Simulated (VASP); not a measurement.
Ga18N17 (a cell with a defect): single point with PBE

Ga18N17 (a cell with a defect):

```
Ga N
1.0
     0.00000    5.57438   -5.24317
     4.82756   -2.78719   -5.24317
    -4.82756   -2.78719   -5.24317
Ga N
18 17
Direct
  0.93631 0.27151 0.27046
  0.27712 0.94546 0.27717
  0.94327 0.61133 0.94500
  0.61095 0.61133 0.27729
  0.27742 0.27746 0.94516
  0.94317 0.94542 0.61109
  0.61042 0.94444 0.94440
  0.27753 0.61177 0.61152
  0.61107 0.27747 0.61139
  0.88333 0.90623 0.21748
  0.22103 0.55526 0.22273
  0.88426 0.21775 0.90607
  0.57244 0.21765 0.21828
  0.22103 0.88981 0.88970
  0.88869 0.55531 0.55505
  0.55581 0.55508 0.88984
  0.22089 0.22302 0.55483
  0.55567 0.88981 0.55507
  0.15137 0.81922 0.15256
  0.81866 0.48540 0.81895
  0.48500 0.48533 0.15268
  0.15178 0.15271 0.81881
  0.81851 0.81915 0.48547
  0.48454 0.81857 0.81856
  0.15211 0.48641 0.48615
  0.48480 0.15269 0.48579
  0.09495 0.09728 0.42895
  0.42941 0.76381 0.43016
  0.09542 0.42959 0.09669
  0.76259 0.42968 0.42952
  0.43031 0.09720 0.09699
  0.09615 0.76380 0.76342
  0.76282 0.76380 0.09683
  0.42952 0.43048 0.76355
  0.76298 0.09718 0.76417
```

| Item | Value |
| --- | --- |
| Program | VASP 6.6.1 |
| Task | single point |
| Functional | PBE |
| Potentials or basis | VASP PAW PBE potentials, release 64 (Ga_d, N) |
| Cutoff | 520 eV |
| k mesh | 2 × 2 × 2, shifted |
| Occupations | gaussian, width 0.01 eV |
| Spin | no spin polarisation |
| Dipole correction | no |
| Charge | -1 |
| Further INCAR settings | LREAL = Auto; ALGO = Normal; EDIFF = 1e-06; NBANDS = 182; NELECT = 320.0 |

* Largest force: 0.035 eV/Å

Forces in eV/Å, atoms in the order of the input:
```
Ga  -0.002  0.002  0.035
Ga  -0.005  0.004  0.003
Ga   0.006  0.008  0.005
Ga  -0.001 -0.006  0.003
Ga   0.005  0.003  0.005
Ga  -0.007  0.005  0.002
Ga   0.003 -0.003  0.013
Ga  -0.001 -0.001 -0.010
Ga  -0.002 -0.005  0.001
Ga   0.012 -0.001 -0.018
Ga   0.005  0.004 -0.004
Ga  -0.018 -0.014 -0.013
Ga   0.007  0.016 -0.009
Ga   0.001  0.012 -0.004
Ga  -0.003 -0.003 -0.002
Ga   0.009 -0.006 -0.001
Ga  -0.005  0.000 -0.004
Ga  -0.011 -0.008 -0.003
N    0.000  0.004  0.001
N    0.006 -0.005 -0.004
N    0.006 -0.005 -0.003
N   -0.001  0.005 -0.002
N    0.002 -0.004  0.001
N   -0.002 -0.001 -0.010
N    0.002  0.001  0.007
N   -0.003  0.001 -0.001
N   -0.006  0.003 -0.009
N   -0.001 -0.002  0.008
N    0.004  0.001 -0.008
N    0.001 -0.001 -0.007
N   -0.005 -0.003  0.008
N    0.000  0.002  0.007
N    0.000 -0.001  0.000
N    0.003 -0.002  0.006
N    0.000  0.003  0.007
```

Levels at points of the mesh, in eV from the Fermi level:
| k point | band 157 | band 158 | band 159 | band 160 | band 161 | band 162 | band 163 | band 164 |
| --- | --- | --- | --- | --- | --- | --- | --- | --- |
| (0.25, 0.25, 0.25) | -2.91 | -2.59 | -2.59 | -0.10 | 0.73 | 0.74 | 1.26 | 1.92 |

Wall time 23 min on 1 thread of Intel(R) Xeon(R) Platinum 8259CL CPU @ 2.50GHz (Skylake/Cascade Lake) (shared host), peak memory 0.58 GiB.

Caveat: the cell carries a net charge on a neutralising background, which shifts energy and pressure; the cell is charged against a uniform background, so pressure and absolute levels hang on convention.
